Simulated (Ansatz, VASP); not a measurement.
One calculation of ScAl3, two programs

```
Sc Al
1.0
     4.10533    0.00000    0.00000
     0.00000    4.10533    0.00000
     0.00000    0.00000    4.10533
Sc Al
1 3
Direct
  0.01435 0.98565 0.00000
  0.50000 0.00000 0.50000
  0.00000 0.50000 0.50000
  0.50000 0.50000 0.00000
```

Alike in both runs: task single point; functional PBE; k mesh 12 × 12 × 12; occupations gaussian, width 0.15 eV; no spin polarisation.

|  | VASP | Ansatz |
| --- | --- | --- |
| version | VASP 6.6.1 | Ansatz 0.2.0 |
| potentials or method | VASP PAW PBE potentials, release 64 (Sc_sv, Al), cutoff 520 eV | scalar-relativistic, plane waves, PAW |
| valence electrons in the cell | 20 | 20 |

|  | VASP | Ansatz | Ansatz less VASP |
| --- | --- | --- | --- |
| gap on the k mesh at the Fermi level (eV) | none | none | - |
| pressure (GPa) | 0.2 | 0.2 | -0.03 |
| traceless stress, the component that is largest in VASP (GPa) | -0.12 | -0.12 | 0.000 |
| rms of the force components (eV/Å) | 0.270 | 0.269 | -0.0011 |

Atom by atom the forces differ by 0.001 eV/Å (rms over components). A gap of «none» marks a metal or a gap that the smearing closes.
